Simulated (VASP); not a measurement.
A run of VASP 6.6.1 is set up as follows.

The input INCAR:

```
PREC = Accurate
ENCUT = 520
EDIFF = 1E-7
ISMEAR = -1
SIGMA = 0.05
LREAL = F
LASPH = T
NELM = 80
ALGO = Normal
ISIF = 2
LWAVE = F
LCHARG = F
GGA = RP
NBANDS = 16
```

Contents of KPOINTS:

```
Automatic mesh
0
Gamma
  12 12 4
```

The input POSCAR:

```
BN
1.0
    2.4472412002      0.0000000000      0.0000000000
   -1.2236206001      2.1193730486      0.0000000000
    0.0000000000      0.0000000000      6.5002395416
N B
2 2
Direct
    0.6666666667      0.3333333333      0.2500000000
    0.3333333333      0.6666666667      0.7500000000
    0.6666666667      0.3333333333      0.7500000000
    0.3333333333      0.6666666667      0.2500000000
```

Potentials or basis: VASP PAW PBE potentials, release 64 (N, B).

Launch:

```bash
$ cat potpaw_PBE.64/N/POTCAR potpaw_PBE.64/B/POTCAR > POTCAR
$ mpirun -np 1 vasp_std > vasp.out
```

(1) Predict the band gap on the k mesh.

(2) Estimate the pressure.

## Answers

(1) 4.46 eV, indirect (least direct gap 4.88 eV).

(2) 26.9 GPa.

Caveat: the PAW data sets were made with another functional, which shifts forces and pressure a little; this functional lacks dispersion, which binds the layers, so the pressure and a relaxed spacing across them are unreliable.
